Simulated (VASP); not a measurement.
SnSe, 2 atoms in the cell. It takes space group F-43m (No. 216, cubic). Conventional cell: a = 6.738 Å, b = 6.738 Å, c = 6.738 Å, α = 90.00°, β = 90.00°, γ = 90.00°. Within 3.8 Å of Sn (site symmetry -43m) lie 4 Se at 2.92 Å. Se (site symmetry -43m) has 4 Sn at 2.92 Å within 3.8 Å. 

| Item | Value |
| --- | --- |
| Program | VASP 6.6.1 |
| Task | single point |
| Functional | PBE |
| Dispersion | D3(BJ) |
| Potentials or basis | VASP PAW PBE potentials, release 64 (Sn_d, Se) |
| Cutoff | 520 eV |
| k mesh | 7 × 7 × 7 |
| Occupations | fermi-dirac, width 0.05 eV |
| Spin | no spin polarisation |
| Dipole correction | no |
| Further INCAR settings | ALGO = Normal; EDIFF = 1e-06; NBANDS = 17 |

Potentials or basis: VASP PAW PBE potentials, release 64 (Sn_d, Se).

Launch:

```sh
$ cat potpaw_PBE.64/Sn_d/POTCAR potpaw_PBE.64/Se/POTCAR > POTCAR
$ mpirun -np 1 vasp_std > vasp.out
```

Hardware: 1 thread of Intel(R) Xeon(R) 6975P-C (Granite Rapids), with other jobs on the host.

Question: Estimate the wall time of this run.

Answer: Wall time 13 s on 1 thread of Intel(R) Xeon(R) 6975P-C (Granite Rapids), on a shared host, peak memory 0.21 GiB. Counts: scf iterations 14, k points 20.
